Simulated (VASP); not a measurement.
A run of VASP 6.6.1:

The input POSCAR:

```
Cu
1.0
    0.0000000000      1.7818019458      1.7818019458
    1.7818019458      0.0000000000      1.7818019458
    1.7818019458      1.7818019458      0.0000000000
Cu
1
Direct
    0.0000000000      0.0000000000      0.0000000000
```

The input INCAR.step1:

```
SYSTEM = Cu
PREC = Accurate
ENCUT = 520
ISMEAR = 0
SIGMA = 0.1
LREAL = .FALSE.
LASPH = .TRUE.
NELM = 80
NBANDS = 12
GGA = PE
ALGO = Normal
EDIFF = 1E-4
LWAVE = .TRUE.
LCHARG = .FALSE.
```

File INCAR.step2:

```
SYSTEM = Cu
PREC = Accurate
ENCUT = 520
EDIFF = 1E-6
ISMEAR = 0
SIGMA = 0.1
LREAL = .FALSE.
LASPH = .TRUE.
NELM = 80
ALGO = Normal
ISIF = 2
LWAVE = .FALSE.
LCHARG = .TRUE.
METAGGA = R2SCAN
LMIXTAU = .TRUE.
LUSE_VDW = .TRUE.
IVDW_NL = 2
BPARAM = 11.95
CPARAM = 0.0093
LELF = .TRUE.
LVHAR = .TRUE.
NBANDS = 12
ISTART = 1
```

Contents of KPOINTS:

```
Automatic mesh
0
G
  20 20 20
  0 0 0
```

Potentials or basis: VASP PAW PBE potentials, release 64 (Cu).

The run is started by

```console
$ cat potpaw_PBE.64/Cu/POTCAR > POTCAR
$ cp INCAR.step1 INCAR
$ mpirun -np 1 vasp_std > vasp.out
$ cp INCAR.step2 INCAR
$ mpirun -np 1 vasp_std > vasp.out
```

Hardware: 1 thread of AMD EPYC 7R13, on a shared host.

**Question.** Estimate the wall time of this run.

**Answer.** Wall time 3.2 min on 1 thread of AMD EPYC 7R13, on a shared host, peak memory 0.17 GiB. Counts: k points 256.
